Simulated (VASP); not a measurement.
Crystal: LiSi2.

```xyz
3
Lattice="-2.0945 2.0945 2.5960 2.0945 -2.0945 2.5960 2.0945 2.0945 -2.5960" Properties=species:S:1:pos:R:3 pbc="T T T"
Li    0.0000    0.0000    0.0000
Si    0.0000    2.0945    1.2980
Si    2.0945    0.0000    1.2980
```

| Property | Result |
| --- | --- |
| Program | VASP 6.6.1 |
| Task | relaxation of cell and atoms |
| Functional | PBE |
| Potentials or basis | VASP PAW PBE potentials, release 64 (Li_sv, Si) |
| Cutoff | 600 eV |
| k mesh | 16 × 16 × 16 |
| Occupations | gaussian, width 0.1 eV |
| Spin | no spin polarisation |

At the start: pressure -0.3 GPa; volume 15.18 Å³/atom.

Q: How do energy, volume and symmetry change on relaxing?

A: Over 7 steps the energy falls by 13.2 meV/atom and the volume is 14.87 Å³/atom (-2.0 %); space group I4/mmm (No. 139, to 0.1 Å) before, Fm-3m (No. 225, to 0.1 Å).

The path:
```tsv
step	energy change (eV)	largest force (eV/Å)	pressure (GPa)	volume (Å³)
1	0.0000	0.0000	-0.27	45.55
2	-0.0121	0.0000	-0.35	45.38
3	-0.0318	0.0000	-0.10	44.81
4	-0.0349	0.0000	0.06	44.59
5	-0.0385	0.0000	0.68	44.14
6	-0.0390	0.0000	-0.54	44.98
7	-0.0396	0.0000	-0.02	44.62
```

Final structure:
```yaml
crystal:
  lattice:
    - [-1.99481, 1.99481, 2.80329]
    - [1.99481, -1.99481, 2.80329]
    - [1.99481, 1.99481, -2.80329]
  atoms:
    - { symbol: Li, position: [0.00000, 0.00000, 0.00000] }
    - { symbol: Si, position: [0.75000, 0.25000, 0.50000] }
    - { symbol: Si, position: [0.25000, 0.75000, 0.50000] }
```

Caveat: the cutoff is under 1.25 times the usual one of these potentials, so pressure, stress and relaxed cells hold a basis-set (Pulay) error.
